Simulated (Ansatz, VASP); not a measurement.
Two plane-wave programs on Rb

The input INCAR:

```
SYSTEM = Rb
PREC = Accurate
ENCUT = 600
EDIFF = 1E-6
ISMEAR = 0
SIGMA = 0.1
LREAL = .False.
LASPH = .True.
NELM = 100
ALGO = Fast
ISIF = 3
LWAVE = .False.
LCHARG = .False.
GGA = PE
IBRION = 2
NSW = 90
EDIFFG = -0.04
```

Contents of KPOINTS:

```
Automatic mesh
0
Gamma
  4 4 4
  0 0 0
```

Contents of POSCAR:

```
Rb
1.0
    4.0198488700      0.0000000000      0.0000000000
    0.0000000000      4.3473505200      0.0000000000
    0.0000000000      0.0000000000      5.3537681600
Rb
1
Direct
    0.0000000000      0.0000000000      0.0000000000
```

Input for Ansatz:

```yaml
crystal:
  lattice:
    - [4.01984887, 0.0, 0.0]
    - [0.0, 4.34735052, 0.0]
    - [0.0, 0.0, 5.35376816]
  atoms:
    - { symbol: Rb, position: [0.0, 0.0, 0.0] }
basis:
  ecutwfc: 420
kpoints:
  mp_grid: { grid: [4, 4, 4] }
hamiltonian:
  xc: pbe
scf:
  occupations: { method: gaussian, width: 0.1 }
  lower_state_search: "off"
output:
  forces: true
  stress: true
  eigenvalues: true
relax:
  adjacent_minimum: "off"
  f_tol: 0.04
  max_steps: 70
  cell: { stress_tol: 0.4 }
```

Alike in both runs: task relaxation of cell and atoms; functional PBE; k mesh 4 × 4 × 4; occupations gaussian, width 0.1 eV; no spin polarisation.

|  | VASP | Ansatz |
| --- | --- | --- |
| version | VASP 6.6.1 | Ansatz 0.2.0 |
| potentials or method | VASP PAW PBE potentials, release 64 (Rb_sv), cutoff 600 eV | scalar-relativistic, plane waves, PAW |
| valence electrons in the cell | 9 | 9 |

Ansatz gave:

| Property | Result |
| --- | --- |
| gap on the k mesh at the Fermi level, each at its own relaxed structure (eV) | none |
| relaxed volume (Å³/atom) | 97.77 |
| relaxed length of the cell vector where the two differ most in proportion (Å) | 4.468 |

**Question.** Which values does VASP return?

**Answer.** gap on the k mesh at the Fermi level, each at its own relaxed structure (eV): none; relaxed volume (Å³/atom): 100.37; relaxed length of the cell vector where the two differ most in proportion (Å): 4.643.

A gap of «none» marks a metal or a gap that the smearing closes.

The k mesh is coarse, so the values compare programs but aren't converged.
